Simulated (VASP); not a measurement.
SrTiO3:

```
CELL_PARAMETERS angstrom
3.90528 0.00000 0.00000
0.00000 3.90528 0.00000
0.00000 0.00000 3.90528
ATOMIC_POSITIONS crystal
Sr 0.50000 0.50000 0.50000
Ti 0.00000 0.00000 0.00000
O 0.50000 0.00000 0.00000
O 0.00000 0.50000 0.00000
O 0.00000 0.00000 0.50000
```

| Property | Result |
| --- | --- |
| Program | VASP 6.6.1 |
| Task | relaxation of cell and atoms |
| Functional | PBE |
| Potentials or basis | VASP PAW PBE potentials, release 64 (Sr_sv, Ti_sv, O) |
| Cutoff | 600 eV |
| k mesh | 6 × 6 × 6 |
| Occupations | fermi-dirac, width 0.02 eV |
| Spin | no spin polarisation |

At the start: pressure 4.7 GPa; volume 11.91 Å³/atom.

Task: How do energy, volume and symmetry change on relaxing?

Result: Over 3 steps the energy falls by 4.6 meV/atom and the volume is 12.23 Å³/atom (+2.7 %); space group Pm-3m (No. 221, to 0.1 Å) before and after.

Step by step:
```csv
step,energy change (eV),largest force (eV/Å),pressure (GPa),volume (Å³)
1,0.0000,0.0000,4.72,59.56
2,-0.0053,0.0000,-3.80,62.64
3,-0.0232,0.0000,-0.01,61.17
```

Final structure:
```
Sr Ti O
1.0
     3.94016    0.00000    0.00000
     0.00000    3.94016    0.00000
     0.00000    0.00000    3.94016
Sr Ti O
1 1 3
Direct
  0.50000 0.50000 0.50000
  0.00000 0.00000 0.00000
  0.50000 0.00000 0.00000
  0.00000 0.50000 0.00000
  0.00000 0.00000 0.50000
```
